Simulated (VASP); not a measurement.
Input of a VASP 6.6.1 run:

File INCAR:

```
SYSTEM = CsPbCl3
PREC = Accurate ; ENCUT = 520
EDIFF = 1E-6 ; ISMEAR = 0
SIGMA = 0.05 ; LREAL = .FALSE.
LASPH = .TRUE. ; NELM = 100
ALGO = Normal ; ISIF = 2
LWAVE = .FALSE. ; LCHARG = .FALSE.
GGA = CA ; NBANDS = 30
```

The input KPOINTS:

```
Automatic mesh
0
G
  6 6 6
  0 0 0
```

Contents of POSCAR:

```
CsPbCl3
1.0
    5.8848812372     -1.1769762474     -1.1769762474
   -1.1769762474      5.8848812372     -1.1769762474
   -1.1769762474     -1.1769762474      5.8848812372
Cs Pb Cl
1 1 3
Direct
    0.0000000000      0.0000000000      0.0000000000
    0.5000000000      0.5000000000      0.5000000000
    0.0000000000      0.5000000000      0.5000000000
    0.5000000000      0.0000000000      0.5000000000
    0.5000000000      0.5000000000      0.0000000000
```

Potentials or basis: VASP PAW LDA potentials, release 64 (Cs_sv, Pb_d, Cl).

Run with:

```bash
$ cat potpaw_LDA.64/Cs_sv/POTCAR potpaw_LDA.64/Pb_d/POTCAR potpaw_LDA.64/Cl/POTCAR > POTCAR
$ mpirun -np 1 vasp_std > vasp.out
```

(1) What does it give for the pressure?

(2) Estimate the band gap on the k mesh.

Results:

(1) -2.0 GPa.

(2) 0.19 eV, direct.

Caveat: spin-orbit coupling is left out, which moves the levels of the heavy elements.
